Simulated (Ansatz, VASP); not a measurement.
# Ta in VASP and in Ansatz

File INCAR:

```
SYSTEM = Ta
PREC     = Accurate       ! precision mode
ENCUT    = 520            ! plane-wave cutoff, eV
EDIFF    = 1E-6           ! SCF threshold, eV
ISMEAR   = -1             ! smearing method
SIGMA    = 0.1            ! smearing width, eV
LREAL    = .FALSE.        ! projectors in reciprocal space
LASPH    = .TRUE.         ! aspherical terms in the spheres
NELM     = 60             ! most SCF steps
ALGO     = Normal         ! electronic algorithm
ISIF     = 2              ! what is computed and relaxed
LWAVE    = .FALSE.        ! write WAVECAR
LCHARG   = .FALSE.        ! write CHGCAR
GGA      = PS             ! functional
NBANDS   = 12             ! bands
```

File KPOINTS:

```
Automatic mesh
0
G
  21 21 21
  0 0 0
```

Contents of POSCAR:

```
Ta
1.0
    0.0000000000      2.0881934083      2.0881934083
    2.0881934083      0.0000000000      2.0881934083
    2.0881934083      2.0881934083      0.0000000000
Ta
1
Direct
    0.0000000000      0.0000000000      0.0000000000
```

Input for Ansatz:

```yaml
crystal:
  lattice:
    - [0.0, 2.0881934083, 2.0881934083]
    - [2.0881934083, 0.0, 2.0881934083]
    - [2.0881934083, 2.0881934083, 0.0]
  atoms:
    - { symbol: Ta, position: [0.0, 0.0, 0.0] }
hamiltonian:
  xc: pbesol
  pseudopotentials:
    kind: paw
    azcp:
      Ta: "pseudopotentials/Ta.paw.azcp"
basis:
  ecutwfc: 420
  fft_grid_basis: typed
kpoints:
  mp_grid: { grid: [21, 21, 21], shift: [0, 0, 0] }
magnetization:
  spin_polarized: false
scf:
  occupations: { method: fermi_dirac, width: 0.1 }
output:
  stress: true
```

Alike in both runs: task single point; functional PBEsol; k mesh 21 × 21 × 21; occupations fermi-dirac, width 0.1 eV; no spin polarisation.

|  | VASP | Ansatz |
| --- | --- | --- |
| version | VASP 6.6.1 | Ansatz 0.2.0 |
| potentials or method | VASP PAW PBE potentials, release 64 (Ta_pv), cutoff 520 eV | plane waves (420 eV) with PAW, scalar-relativistic |
| valence electrons in the cell | 11 | 13 |

Ansatz gave:

```
pressure (GPa) : 0.1
```

What did VASP give for the same quantities?

Pressure (GPa): 0.2.

VASP's potentials were made for PBE, not for PBEsol, and Ansatz warns of the same on its side. VASP's potentials hold 11 valence electrons a cell and Ansatz's 13, so a difference there can come from the potentials and not from the codes.

Spin-orbit coupling is off throughout.
